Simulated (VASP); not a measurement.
# SiC (P3m1) in VASP: single point with PBE

Aim: the single point of SiC with PBE.

Program: VASP 6.6.1. These are calculated values, not measurements. Logs are shortened: lines on timing, memory, paths and dates and some standing lists are left out, and cuts for length are marked.

### Step 1. The cell of the first run

Symmetry: P3m1, No. 156, trigonal system. Conventional cell: a = 3.094 Å, b = 3.094 Å, c = 9.979 Å, α = 90.00°, β = 90.00°, γ = 120.00°. Si (site symmetry 3m) has 4 C at 1.75 to 1.90 Å within 2.3 Å. Si (site symmetry 3m) has 4 C at 1.90 Å within 2.5 Å. Si (site symmetry 3m) has 4 C at 1.89 to 1.90 Å within 2.5 Å. Within 2.5 Å of Si (site symmetry 3m) lie 4 C at 1.89 to 1.90 Å. C (site symmetry 3m) has 4 Si at 1.75 to 1.89 Å within 2.3 Å. Within 2.5 Å of C (site symmetry 3m) lie 4 Si at 1.89 to 1.90 Å. C (site symmetry 3m) has 4 Si at 1.90 Å within 2.5 Å. C (site symmetry 3m) has 4 Si at 1.90 Å within 2.5 Å.

### Step 2. Single point, PBE

File INCAR:

```
SYSTEM = SiC
PREC     = Accurate       ! precision mode
ENCUT    = 520            ! plane-wave cutoff, eV
EDIFF    = 1E-6           ! SCF threshold, eV
ISMEAR   = 0              ! smearing method
SIGMA    = 0.05           ! smearing width, eV
LREAL    = .False.        ! projectors in reciprocal space
LASPH    = .True.         ! aspherical terms in the spheres
NELM     = 100            ! most SCF steps
ALGO     = Normal         ! electronic algorithm
ISIF     = 2              ! what is computed and relaxed
LWAVE    = .False.        ! write WAVECAR
LCHARG   = .True.         ! write CHGCAR
GGA      = PE             ! functional
LELF     = .True.         ! ELF
LVHAR    = .True.       
NBANDS   = 26             ! bands
```

File KPOINTS:

```
Automatic mesh
0
Gamma
  10 10 3
  0 0 0
```

File POSCAR:

```
SiC
1.0
   -3.0941201809      0.0000000000      0.0000000000
   -1.5470600905     -2.6795866790      0.0000000000
    0.0000000000      0.0000000000      9.9793391998
Si C
4 4
Direct
    0.6666666667      0.6666666667      0.0954577711
    0.3333333333      0.3333333333      0.6029732988
    1.0000000000      1.0000000000      0.8567872638
    1.0000000000      1.0000000000      0.3492717361
    0.6666666667      0.6666666667      0.9196256941
    0.3333333333      0.3333333333      0.4121101664
    0.0000000000      0.0000000000      0.6665179193
    0.0000000000      0.0000000000      0.1590023916
```

Potentials or basis: VASP PAW PBE potentials, release 64 (Si, C).

On the command line:

```console
$ cat potpaw_PBE.64/Si/POTCAR potpaw_PBE.64/C/POTCAR > POTCAR
$ mpirun -np 1 vasp_std > vasp.out
```

OUTCAR:

```text
SYSTEM = SiC
   PREC = Accurate
   ENCUT = 520
   EDIFF = 1E-6
   ISMEAR = 0
   LREAL = .False.
   LASPH = .True.
   NELM = 100
   ISIF = 2
   GGA = PE

 ion  position               nearest neighbor table
   1  0.667  0.667  0.095-   5 1.75   8 1.90   8 1.90   8 1.90   3 2.98   3 2.98   3 2.98   4 3.10
                             4 3.10   4 3.10
   2  0.333  0.333  0.603-   7 1.90   7 1.90   7 1.90   6 1.90   4 3.10   4 3.10   4 3.10   3 3.10
                             3 3.10   3 3.10
   3  0.000  0.000  0.857-   5 1.89   5 1.89   5 1.89   7 1.90   1 2.98   1 2.98   1 2.98   2 3.10
                             2 3.10   2 3.10
   4  0.000  0.000  0.349-   6 1.89   6 1.89   6 1.89   8 1.90   2 3.10   2 3.10   2 3.10   1 3.10
                             1 3.10   1 3.10
   5  0.667  0.667  0.920-   1 1.75   3 1.89   3 1.89   3 1.89
   6  0.333  0.333  0.412-   4 1.89   4 1.89   4 1.89   2 1.90
   7  0.000  0.000  0.667-   2 1.90   2 1.90   2 1.90   3 1.90
   8  0.000  0.000  0.159-   1 1.90   1 1.90   1 1.90   4 1.90

  LATTYP: Found a hexagonal cell.
 ALAT       =     3.0941201809
 C/A-ratio  =     3.2252590773

  Lattice vectors:

 A1 = (   1.5470600905,   2.6795866790,   0.0000000000)
 A2 = (  -3.0941201809,   0.0000000000,   0.0000000000)
 A3 = (   0.0000000000,   0.0000000000,   9.9793391998)

Analysis of symmetry for initial positions (statically):
=====================================================================
 Subroutine PRICEL returns:
 Original cell was already a primitive cell.

 Routine SETGRP: Setting up the symmetry group for a
 hexagonal supercell.

 Subroutine GETGRP returns: Found  6 space group operations
 (whereof  6 operations were pure point group operations)
 out of a pool of 24 trial point group operations.

The static configuration has the point symmetry C_3v.

Analysis of symmetry for dynamics (positions and initial velocities):
=====================================================================
 Subroutine PRICEL returns:
 Original cell was already a primitive cell.

 Routine SETGRP: Setting up the symmetry group for a
 hexagonal supercell.

 Subroutine GETGRP returns: Found  6 space group operations
 (whereof  6 operations were pure point group operations)
 out of a pool of 24 trial point group operations.

The dynamic configuration has the point symmetry C_3v.

 Subroutine INISYM returns: Found  6 space group operations
 (whereof  6 operations are pure point group operations),
 and found     1 'primitive' translations

[... 113 lines left out ...]
   ISYM   =      2    0-nonsym 1-usesym 2-fastsym
   POTIM  = 0.5000    time-step for ionic-motion
   TEBEG  =    0.0;   TEEND  =   0.0 temperature during run
   PSTRESS=    0.0 pullay stress
   NELECT =      32.0000    total number of electrons
   NUPDOWN=      -1.0000    fix difference up-down
   EMIN   =  10.00;   EMAX   =-10.00  energy-range for DOS
   EFERMI =   0.00;   METHOD = LEGACY
   ISMEAR =     0;   SIGMA  =   0.05  broadening in eV -4-tet -1-fermi 0-gaus
   EFERMI_NEDOS =   21; number of points for ismear=-14 and -15
   IALGO  =     38    algorithm
   IMIX   =      4    mixing-type and parameters
     AMIX     =   0.40;   BMIX     =  1.00
     AMIX_MAG =   1.60;   BMIX_MAG =  1.00
  volume/ion in A,a.u.               =      10.34        69.79
  Fermi-wavevector in a.u.,A,eV,Ry     =   1.192768  2.254004 19.356940  1.422695
  Thomas-Fermi vector in A             =   2.328798
   LORBIT       =      0    0 simple, 1 ext, 2 COOP (PROOUT), +10 PAW based schemes
   GGA     = PE    functional components
   LHFCALC =     F    Hartree Fock is set to
   AEXX    =    0.0000 exact exchange contribution
   IVDW    =     0    specifies the selected vdW correction
   LEPSILON=     F    determine dielectric tensor
   LRPA    =     F    only Hartree local field effects (RPA)
 non-spin polarized calculation
 Gauss-broadening in eV      SIGMA  =   0.05
  energy-cutoff  :      520.00
  volume of cell :       82.74
 maximum number of plane-waves:      2246
   NGX = 11   NGY = 11   NGZ = 37

 number of electron      32.0000001 magnetization

 Free energy of the ion-electron system (eV)
  ---------------------------------------------------
  ext. energy  EPLUGINS =         0.00000000
  ---------------------------------------------------
  free energy    TOTEN  =       -60.02811482 eV

  energy without entropy =      -60.02811482  energy(sigma->0) =      -60.02811482

 E-fermi :   8.4536     XC(G=0): -11.3520

 val. band max:        8.2230064260   @ k =   0.0000   0.0000   0.0000
 cond. band min:      10.3914544506   @ k =   0.5000   0.0000   0.0000
 fundamental gap:      2.1684480246
 Fermi energy:         8.4535814754

 k-point     1 :       0.0000    0.0000    0.0000
  band No.  band energies     occupation
      1      -7.3837      2.00000
      2      -6.2136      2.00000
      3      -5.9223      2.00000
      4      -3.5885      2.00000
      5      -0.4448      2.00000
      6       3.7864      2.00000
[... 685 lines left out ...]
     25      16.0419      0.00000
     26      16.9598      0.00000

 [... further k-points ...]

------------------------ aborting loop because EDIFF is reached ----------------------------------------

  FORCE on cell =-STRESS in cart. coord.  units (eV):
  Direction    XX          YY          ZZ          XY          YZ          ZX
  --------------------------------------------------------------------------------------
  -------------------------------------------------------------------------------------
  Total        0.0731387      0.0731387      6.0788772      0.0000000      0.0000000     -0.0000000
  in kB        1.4162856      1.4162856    117.7137457      0.0000000      0.0000000     -0.0000000
  external PRESSURE =      40.1821056 kB  Pullay stress =       0.0000000 kB

 VOLUME and BASIS-vectors are now :
 -----------------------------------------------------------------------------
  energy-cutoff  :      520.00
  volume of cell :       82.74
      direct lattice vectors                 reciprocal lattice vectors
    -3.094120181  0.000000000  0.000000000    -0.323193652  0.186595942  0.000000000
    -1.547060091 -2.679586679  0.000000000     0.000000000 -0.373191884  0.000000000
     0.000000000  0.000000000  9.979339200     0.000000000  0.000000000  0.100207036

 POSITION                                       TOTAL-FORCE (eV/Angst)
 -----------------------------------------------------------------------------------
     -3.09412     -1.78639      0.95261        -0.000000     -0.000000      2.981038
     -1.54706     -0.89320      6.01728         0.000000     -0.000000     -0.133693
      0.00000      0.00000      8.55017         0.000000      0.000000     -0.599307
      0.00000      0.00000      3.48550         0.000000      0.000000     -0.134241
     -3.09412     -1.78639      9.17726         0.000000     -0.000000     -2.771110
     -1.54706     -0.89320      4.11259        -0.000000      0.000000      0.130407
      0.00000      0.00000      6.65141        -0.000000     -0.000000      0.151916
      0.00000      0.00000      1.58674        -0.000000     -0.000000      0.374989
 -----------------------------------------------------------------------------------
    total drift:                                0.000000      0.000000      0.000785

  FREE ENERGIE OF THE ION-ELECTRON SYSTEM (eV)
  ---------------------------------------------------
  free  energy   TOTEN  =       -60.0281148196 eV

  energy  without entropy=      -60.0281148196  energy(sigma->0) =      -60.02811482
```

OSZICAR:

```text
N       E                     dE             d eps       ncg     rms          rms(c)
DAV:   1     0.741708213561E+02    0.74171E+02   -0.14487E+04  1872   0.111E+03
DAV:   2    -0.605960077447E+02   -0.13477E+03   -0.12459E+03  2498   0.196E+02
DAV:   3    -0.674623183508E+02   -0.68663E+01   -0.68206E+01  2540   0.412E+01
DAV:   4    -0.675465876004E+02   -0.84269E-01   -0.84164E-01  2432   0.539E+00
DAV:   5    -0.675480289346E+02   -0.14413E-02   -0.14405E-02  2488   0.669E-01    0.177E+01
DAV:   6    -0.602257807271E+02    0.73222E+01   -0.19439E+01  2414   0.194E+01    0.799E+00
DAV:   7    -0.600619309264E+02    0.16385E+00   -0.21956E+00  2568   0.668E+00    0.344E+00
DAV:   8    -0.600304783488E+02    0.31453E-01   -0.11622E-01  2258   0.163E+00    0.107E+00
DAV:   9    -0.600275210856E+02    0.29573E-02   -0.17743E-02  2402   0.727E-01    0.166E-01
DAV:  10    -0.600279834845E+02   -0.46240E-03   -0.13707E-03  2438   0.187E-01    0.888E-02
DAV:  11    -0.600281147136E+02   -0.13123E-03   -0.20057E-04  2214   0.885E-02    0.149E-02
DAV:  12    -0.600281148196E+02   -0.10601E-06   -0.83429E-06  2500   0.161E-02
   1 F= -.60028115E+02 E0= -.60028115E+02  d E =-.109295E-12
```

Wall time 27 s (1 thread of Intel Xeon 6975P-C (Granite Rapids), shared host); peak memory 0.22 GiB.

Results:

| Property | Result |
| --- | --- |
| Free energy | -60.0281 eV |
| Pressure | 4.0 GPa |
| Largest force | 2.981 eV/Å |
| Band gap on the k mesh | 2.17 eV, indirect (least direct gap 3.26 eV) |

Forces in eV/Å, atoms in the order of the input:
```
Si   0.000  0.000  2.981
Si   0.000  0.000 -0.134
Si   0.000  0.000 -0.599
Si   0.000  0.000 -0.134
C    0.000  0.000 -2.771
C    0.000  0.000  0.130
C    0.000  0.000  0.152
C    0.000  0.000  0.375
```

Caveat: forces of over 1 eV/Å act on the atoms, so gaps and moduli don't describe the material at rest. A k mesh can miss the band edges.
